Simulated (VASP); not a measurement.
# Sn2GeP2 (I4/mmm) in VASP: a series of runs, part 2 of 2

VASP 6.6.1. Earlier steps stand in the parts before.

## Step 4: Single point, PBE

This run uses another cell than the first one, of 23.40 Å³/atom.

Input file INCAR:

```
SYSTEM = Sn2GeP2
PREC     = Accurate       ! precision mode
ENCUT    = 520            ! plane-wave cutoff, eV
EDIFF    = 1E-6           ! SCF threshold, eV
ISMEAR   = 0              ! smearing method
SIGMA    = 0.1            ! smearing width, eV
LREAL    = .FALSE.        ! projectors in reciprocal space
LASPH    = .TRUE.         ! aspherical terms in the spheres
NELM     = 60             ! most SCF steps
ALGO     = Normal         ! electronic algorithm
ISIF     = 2              ! what is computed and relaxed
LWAVE    = .FALSE.        ! write WAVECAR
LCHARG   = .FALSE.        ! write CHGCAR
GGA      = PE             ! functional
NBANDS   = 34             ! bands
```

Input file KPOINTS:

```
regular mesh
0
G
  10 10 10
  0 0 0
```

Input file POSCAR:

```
Sn2GeP2
1.0
   -2.5702044380      2.5702044380      4.4283668980
    2.5702044380     -2.5702044380      4.4283668980
    2.5702044380      2.5702044380     -4.4283668980
Sn Ge P
2 1 2
Direct
    0.1609660537      0.1609660537      0.0000000000
    0.8390339463      0.8390339463      0.0000000000
    0.5000000000      0.5000000000      0.0000000000
    0.7500000000      0.2500000000      0.5000000000
    0.2500000000      0.7500000000      0.5000000000
```

Potentials or basis: VASP PAW PBE potentials, release 64 (Sn_d, Ge_d, P).

The run is started by

```bash
$ cat potpaw_PBE.64/Sn_d/POTCAR potpaw_PBE.64/Ge_d/POTCAR potpaw_PBE.64/P/POTCAR > POTCAR
$ mpirun -np 1 vasp_std > vasp.out
```

OUTCAR:

```text
SYSTEM = Sn2GeP2
   PREC = Accurate
   ENCUT = 520
   EDIFF = 1E-6
   ISMEAR = 0
   LREAL = .FALSE.
   LASPH = .TRUE.
   NELM = 60
   ISIF = 2
   GGA = PE

 ion  position               nearest neighbor table
   1  0.161  0.161  0.000-   4 2.69   5 2.69   4 2.69   5 2.69   2 2.85   3 3.00
   2  0.839  0.839  0.000-   4 2.69   5 2.69   4 2.69   5 2.69   1 2.85   3 3.00
   3  0.500  0.500  0.000-   1 3.00   2 3.00
   4  0.750  0.250  0.500-   2 2.69   1 2.69   2 2.69   1 2.69
   5  0.250  0.750  0.500-   2 2.69   1 2.69   2 2.69   1 2.69

  LATTYP: Found a body centered tetragonal cell.
 ALAT       =     5.1404088760
 C/A-ratio  =     1.7229629023

  Lattice vectors:

 A1 = (  -2.5702044380,   2.5702044380,   4.4283668980)
 A2 = (   2.5702044380,  -2.5702044380,   4.4283668980)
 A3 = (   2.5702044380,   2.5702044380,  -4.4283668980)

Analysis of symmetry for initial positions (statically):
=====================================================================
 Subroutine PRICEL returns:
 Original cell was already a primitive cell.

 Routine SETGRP: Setting up the symmetry group for a
 body centered tetragonal supercell.

 Subroutine GETGRP returns: Found 16 space group operations
 (whereof 16 operations were pure point group operations)
[... 168 lines left out ...]

  energy without entropy =      -21.08915639  energy(sigma->0) =      -21.09358879

 E-fermi :   6.5999     XC(G=0): -10.0820

 val. band max:        6.5833651444   @ k =  -0.1000  -0.1000   0.1000
 cond. band min:       6.6017053828   @ k =   0.5000   0.5000   0.3000
 fundamental gap:      0.0183402383
 Fermi energy:         6.5999472494

 k-point     1 :       0.0000    0.0000    0.0000
  band No.  band energies     occupation
      1     -18.7406      2.00000
      2     -18.7379      2.00000
      3     -18.7110      2.00000
      4     -18.7102      2.00000
      5     -18.7102      2.00000
      6     -15.0960      2.00000
[... 877 lines left out ...]
     33      11.4385      0.00000
     34      11.8192      0.00000

 [... further k-points ...]
[... 5 lines left out ...]
  --------------------------------------------------------------------------------------
  -------------------------------------------------------------------------------------
  Total       -0.0669224     -0.0669224     -0.0467936      0.0000000     -0.0000000      0.0000000
  in kB       -0.9163112     -0.9163112     -0.6407052      0.0000000     -0.0000000      0.0000000
  external PRESSURE =      -0.8244425 kB  Pullay stress =       0.0000000 kB

 VOLUME and BASIS-vectors are now :
 -----------------------------------------------------------------------------
  energy-cutoff  :      520.00
  volume of cell :      117.01
      direct lattice vectors                 reciprocal lattice vectors
    -2.570204438  2.570204438  4.428366898     0.000000000  0.194537054  0.112908440
     2.570204438 -2.570204438  4.428366898     0.194537054  0.000000000  0.112908440
     2.570204438  2.570204438 -4.428366898     0.194537054  0.194537054  0.000000000

 POSITION                                       TOTAL-FORCE (eV/Angst)
 -----------------------------------------------------------------------------------
      0.00000      0.00000      1.42563         0.000000      0.000000      0.001465
      0.00000      0.00000      7.43110        -0.000000     -0.000000     -0.001465
      0.00000      0.00000      4.42837         0.000000      0.000000      0.000000
      0.00000      2.57020      2.21418         0.000000      0.000000      0.000000
      2.57020      0.00000      2.21418         0.000000      0.000000      0.000000
 -----------------------------------------------------------------------------------
    total drift:                                0.000000      0.000000     -0.000000

  FREE ENERGIE OF THE ION-ELECTRON SYSTEM (eV)
  ---------------------------------------------------
  free  energy   TOTEN  =       -21.0980211979 eV

  energy  without entropy=      -21.0891563869  energy(sigma->0) =      -21.09358879
```

OSZICAR:

```text
N       E                     dE             d eps       ncg     rms          rms(c)
DAV:   1     0.476316582844E+03    0.47632E+03   -0.25273E+04  7820   0.266E+03
DAV:   2     0.614011061911E+02   -0.41492E+03   -0.40328E+03  6952   0.659E+02
DAV:   3    -0.171350623116E+02   -0.78536E+02   -0.77286E+02  8226   0.199E+02
DAV:   4    -0.216384201757E+02   -0.45034E+01   -0.44766E+01  8126   0.527E+01
DAV:   5    -0.217581284846E+02   -0.11971E+00   -0.11960E+00  8750   0.904E+00    0.591E+00
DAV:   6    -0.210923688526E+02    0.66576E+00   -0.18028E+00  9256   0.688E+00    0.326E+00
DAV:   7    -0.211037791571E+02   -0.11410E-01   -0.30052E-01  8692   0.249E+00    0.184E+00
DAV:   8    -0.211001042770E+02    0.36749E-02   -0.39698E-02  8394   0.127E+00    0.215E-01
DAV:   9    -0.210978879552E+02    0.22163E-02   -0.11930E-02  8760   0.641E-01    0.128E-01
DAV:  10    -0.210979827810E+02   -0.94826E-04   -0.11201E-03  7906   0.183E-01    0.645E-02
DAV:  11    -0.210980210947E+02   -0.38314E-04   -0.92675E-05  9196   0.572E-02    0.259E-02
DAV:  12    -0.210980212977E+02   -0.20305E-06   -0.11231E-05  8970   0.218E-02    0.505E-03
DAV:  13    -0.210980211979E+02    0.99801E-07   -0.19785E-06  5638   0.797E-03
   1 F= -.21098021E+02 E0= -.21093589E+02  d E =-.886481E-02
```

It took 6 min on 1 thread of Intel Xeon Platinum 8488C (Sapphire Rapids), shared host; peak memory 0.58 GiB.

What came out:

* Free energy: -21.0980 eV
* Pressure: -0.1 GPa
* Band gap on the k mesh: zero (bands 26 and 27 overlap by 1.92 eV)

Caveat: spin-orbit coupling is left out, which moves the levels of the heavy elements.

## Step 5: Summary

```tsv
task	cell	k mesh	cutoff (eV)	gap on the mesh (eV)	pressure (GPa)	relaxed volume (Å³/atom)	largest force (eV/Å)
relaxation of cell and atoms	relaxed from a = 5.610 Å, angles 117.1, 117.1, 95.1°, 5 atoms, atomic positions A	4 × 4 × 4	600	none	-0.1	23.35	0.04
relaxation of cell and atoms	relaxed from a = 5.767 Å, angles 127.8, 127.8, 77.0°, 5 atoms, atomic positions B	6 × 6 × 6	600	none	0.0	23.54	0.02
single point	a = 5.729 Å, angles 126.7, 126.7, 78.8°, 5 atoms, atomic positions C	10 × 10 × 10	520	none	-0.1	-	-
```

Alike in all rows: level PBE; potentials or basis VASP PAW PBE potentials, release 64 (Sn_d, Ge_d, P); no spin polarisation; smearing gaussian 0.1 eV.

Caveats: spin-orbit coupling is left out, which moves the levels of the heavy elements.

Total energies depend on the potentials used, so only differences within one code and one set of settings carry meaning.

The gap in the log of VASP goes by the Fermi energy; the results here count the filled bands.